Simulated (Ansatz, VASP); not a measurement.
**TaN in VASP and in Ansatz**

File INCAR:

```
  PREC = Accurate
  ENCUT = 520
  EDIFF = 1E-8
  ISMEAR = -1
  SIGMA = 0.02
  LREAL = F
  LASPH = T
  NELM = 120
  ALGO = Normal
  ISIF = 2
  LWAVE = F
  LCHARG = F
  GGA = CA
  LEFG = T
  NBANDS = 16
  GGA_COMPAT = F
```

File KPOINTS:

```
regular mesh
0
Gamma
  12 12 10
```

POSCAR

```
TaN
1.0
    2.9379988584      0.0000000000      0.0000000000
   -1.4689994292      2.5443816477      0.0000000000
    0.0000000000      0.0000000000      2.8830000000
Ta N
1 1
Direct
    0.3333333333      0.6666666667      0.5000000000
    0.0000000000      0.0000000000      0.0000000000
```

Input for Ansatz:

```yaml
crystal:
  lattice:
    - [2.9379988584, 0.0, 0.0]
    - [-1.4689994292, 2.5443816477, 0.0]
    - [0.0, 0.0, 2.883]
  atoms:
    - { symbol: Ta, position: [0.3333333333, 0.6666666667, 0.5] }
    - { symbol: "N", position: [0.0, 0.0, 0.0] }
kpoints:
  mp_grid: { grid: [12, 12, 10] }
  band_path:
    path:
      - [0.0, 0.0, 0.0]
      - [0.5, 0.0, 0.0]
      - [0.3333333333, 0.3333333333, 0.0]
      - [0.0, 0.0, 0.0]
      - [0.0, 0.0, 0.5]
      - [0.5, 0.0, 0.5]
      - [0.3333333333, 0.3333333333, 0.5]
      - [0.0, 0.0, 0.5]
      - [0.5, 0.0, 0.5]
    npoints: 5
scf:
  occupations: { method: fermi_dirac, width: 0.02 }
hamiltonian:
  xc: lda
  pseudopotentials: { kind: paw }
output:
  forces: true
  stress: true
  eigenvalues: true
  efg: { contact_densities: true }
```

Alike in both runs: task electric field gradients; functional LDA; k mesh 12 × 12 × 10; occupations fermi-dirac, width 0.02 eV; no spin polarisation.

|  | VASP | Ansatz |
| --- | --- | --- |
| version | VASP 6.6.1 | Ansatz 0.2.0 |
| potentials or method | VASP PAW LDA potentials, release 64 (Ta_sv_GW, N) | PAW with Ansatz's default frozen-core files, scalar-relativistic |
| plane-wave cutoff (eV) | 520 | 420 |
| valence electrons in the cell | 18 | 18 |

|  | VASP | Ansatz | Ansatz less VASP |
| --- | --- | --- | --- |
| pressure (GPa) | -10.8 | -11.6 | -0.75 |
| traceless stress, the component that is largest in VASP (GPa) | -0.96 | -1.05 | -0.090 |
| size of Vzz on the site where it differs most (V/Å²) | 34.5 | 50.9 | +16.37 |

LDA's correlation is that of Perdew and Zunger in VASP and of Perdew and Wang (1992) in Ansatz.

Neither program's run includes spin-orbit coupling.
